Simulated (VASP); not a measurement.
A run of VASP 6.6.1 is set up as follows.

File INCAR:

```
SYSTEM = TiAsS4
PREC = Accurate
ENCUT = 520
EDIFF = 1E-6
ISMEAR = 0
SIGMA = 0.1
LREAL = .False.
LASPH = .True.
NELM = 150
ALGO = Normal
ISIF = 2
LWAVE = .False.
LCHARG = .False.
ISPIN = 2
MAGMOM = 1 0 0 0 0 0
LORBIT = 11
LMAXMIX = 4
GGA = PE
NBANDS = 34
```

The input KPOINTS:

```
regular mesh
0
Gamma
  4 4 4
  0 0 0
```

Contents of POSCAR:

```
TiAsS4
1.0
    0.0000000000      4.1668873100      4.1668873100
    4.1668873100      0.0000000000      4.1668873100
    4.1668873100      4.1668873100      0.0000000000
Ti As S
1 1 4
Direct
    0.7500000000      0.7500000000      0.7500000000
    0.0000000000      0.0000000000      0.0000000000
    0.3750000000      0.3750000000      0.8750000000
    0.3750000000      0.8750000000      0.3750000000
    0.8750000000      0.3750000000      0.3750000000
    0.3750000000      0.3750000000      0.3750000000
```

Potentials or basis: VASP PAW PBE potentials, release 64 (Ti_sv, As, S).

Run with:

```sh
$ cat potpaw_PBE.64/Ti_sv/POTCAR potpaw_PBE.64/As/POTCAR potpaw_PBE.64/S/POTCAR > POTCAR
$ mpirun -np 1 vasp_std > vasp.out
```

Problem. Estimate the pressure.

Solution. -13.2 GPa.

Problem. Predict the site moments.

Solution. Ti -0.01; As +0.02; S +0.01 μB.

Problem. What does it give for the net moment?

Solution. 0.12 μB per cell.

Caveat: the cell stands under tension.
